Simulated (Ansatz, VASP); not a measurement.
## One calculation of As2H, two programs

The input INCAR:

```
SYSTEM = As2H
PREC = Accurate
ENCUT = 520
EDIFF = 1E-6
ISMEAR = 0
SIGMA = 0.05
LREAL = .FALSE.
LASPH = .TRUE.
NELM = 150
ALGO = Normal
ISIF = 2
LWAVE = .FALSE.
LCHARG = .FALSE.
ISPIN = 2
MAGMOM = 0 0 1
LORBIT = 11
LDIPOL = .TRUE.
IDIPOL = 3
DIPOL = 0.5 0.5 0.272
GGA = PE
IVDW = 12
NBANDS = 16
```

The input KPOINTS:

```
Automatic mesh
0
G
  9 9 1
  0 0 0
```

File POSCAR:

```
As2H
1.0
    3.5713387681      0.0000000000      0.0000000000
   -1.7856693841      3.0928700987      0.0000000000
    0.0000000000      0.0000000000     18.3976402524
As H
2 1
Direct
    0.3333333333      0.6666666667      0.2933876398
    0.6666666667      0.3333333333      0.2174191877
    0.8333333333      0.6666666667      0.3037150513
```

Input for Ansatz:

```yaml
crystal:
  lattice:
    - [3.5713387681, 0.0, 0.0]
    - [-1.7856693841, 3.0928700987, 0.0]
    - [0.0, 0.0, 18.3976402524]
  atoms:
    - { symbol: As, position: [0.3333333333, 0.6666666667, 0.2933876398] }
    - { symbol: As, position: [0.6666666667, 0.3333333333, 0.2174191877] }
    - { symbol: H, position: [0.8333333333, 0.6666666667, 0.3037150513], spin: 1.0 }
basis:
  ecutwfc: 420
kpoints:
  mp_grid: { grid: [9, 9, 1] }
hamiltonian:
  xc: pbe
  dispersion: d3bj
scf:
  occupations: { method: gaussian, width: 0.05 }
output:
  forces: true
  eigenvalues: true
  populations: true
  write_density: true
  write_potential: true
  elf: true
  volumetric_format: npy
magnetization:
  spin_polarized: true
efield:
  axis: 3
  dipole_correction: true
  ramp_width: 0.04
```

Alike in both runs: task single point; functional PBE; dispersion D3(BJ); k mesh 9 × 9 × 1; occupations gaussian, width 0.05 eV; collinear spin.

|  | VASP | Ansatz |
| --- | --- | --- |
| version | VASP 6.6.1 | Ansatz 0.2.0 |
| potentials or method | VASP PAW PBE potentials, release 64 (As, H), cutoff 520 eV | scalar-relativistic, plane waves, PAW |
| valence electrons in the cell | 11 | 31 |

```tsv
	VASP	Ansatz	Ansatz less VASP
gap on the k mesh at the Fermi level (eV)	none	none	-
rms of the force components (eV/Å)	0.694	0.658	-0.0361
net moment per atom (μB)	0.00	0.00	0.000
```

Atom by atom the forces differ by 0.040 eV/Å (rms over components). A gap of «none» marks a metal or a gap that the smearing closes. VASP's potentials hold 11 valence electrons a cell and Ansatz's 31, so a difference there can come from the potentials and not from the codes. Ansatz's warnings: seeded moment not kept, stability check not made, xc potential rough in thin density.
